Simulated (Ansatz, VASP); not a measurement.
## Na in VASP and in Ansatz

```xyz
1
Lattice="-2.1410 2.1410 2.1410 2.1410 -2.1410 2.1410 2.1410 2.1410 -2.1410" Properties=species:S:1:pos:R:3 pbc="T T T"
Na    0.0000    0.0000    0.0000
```

Alike in both runs: functional SVWN5; k mesh 9 × 9 × 9; occupations fermi-dirac, width 0.1 eV; no spin polarisation.

|  | VASP | Ansatz |
| --- | --- | --- |
| version | VASP 6.6.1 | Ansatz 0.2.0 |
| potentials or method | VASP PAW PBE potentials, release 64 (Na_pv), cutoff 520 eV | SPMS NC |
| valence electrons in the cell | 7 | 9 |
| task | single point | projected density of states |

|  | VASP | Ansatz | Ansatz less VASP |
| --- | --- | --- | --- |
| gap on the k mesh at the Fermi level (eV) | none | none | - |
| pressure (GPa) | -1.1 | -1.0 | +0.12 |

VASP's potentials were made for PBE, not for SVWN5. A gap of «none» marks a metal or a gap that the smearing closes. With one functional, cell and mesh, what is left measures potentials, basis and numerics. VASP's potentials hold 7 valence electrons a cell and Ansatz's 9, so a difference there can come from the potentials and not from the codes.
